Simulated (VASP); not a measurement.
A run of VASP 6.6.1 is set up as follows.

File INCAR:

```
SYSTEM = Ti3C2
PREC = Accurate
ENCUT = 520
EDIFF = 1E-6
ISMEAR = 0
SIGMA = 0.1
LREAL = .FALSE.
LASPH = .TRUE.
NELM = 60
ALGO = Fast
ISIF = 2
LWAVE = .FALSE.
LCHARG = .FALSE.
GGA = PS
NBANDS = 55
```

KPOINTS

```
Automatic mesh
0
G
  12 12 4
  0 0 0
```

The input POSCAR:

```
Ti3C2
1.0
    3.0918811673      0.0000000000      0.0000000000
   -1.5459405837      2.6776476363      0.0000000000
    0.0000000000      0.0000000000     15.3762688816
Ti C
6 4
Direct
    0.3333333333      0.6666666667      0.8474876950
    0.6666666667      0.3333333333      0.3474876950
    0.6666666667      0.3333333333      0.1525123050
    0.3333333333      0.6666666667      0.6525123050
    0.0000000000      0.0000000000      0.0000000000
    0.0000000000      0.0000000000      0.5000000000
    0.6666666667      0.3333333333      0.9156271252
    0.3333333333      0.6666666667      0.4156271252
    0.6666666667      0.3333333333      0.5843728748
    0.3333333333      0.6666666667      0.0843728748
```

Potentials or basis: VASP PAW PBE potentials, release 64 (Ti_sv, C).

Launch:

```sh
$ cat potpaw_PBE.64/Ti_sv/POTCAR potpaw_PBE.64/C/POTCAR > POTCAR
$ mpirun -np 1 vasp_std > vasp.out
```

Q: Predict the pressure.

A: -7.3 GPa.

Q: Estimate the band gap on the k mesh.

A: Zero (bands 44 and 45 overlap by 0.58 eV).

Forces on the atoms (eV/Å):
```
Ti   0.000  0.000 -0.022
Ti   0.000  0.000 -0.022
Ti   0.000  0.000  0.022
Ti   0.000  0.000  0.022
Ti   0.000  0.000  0.000
Ti   0.000  0.000  0.000
C    0.000  0.000  0.003
C    0.000  0.000  0.003
C    0.000  0.000 -0.003
C    0.000  0.000 -0.003
```

Caveat: the cell stands under tension; the PAW data sets were made with another functional, which shifts forces and pressure a little.
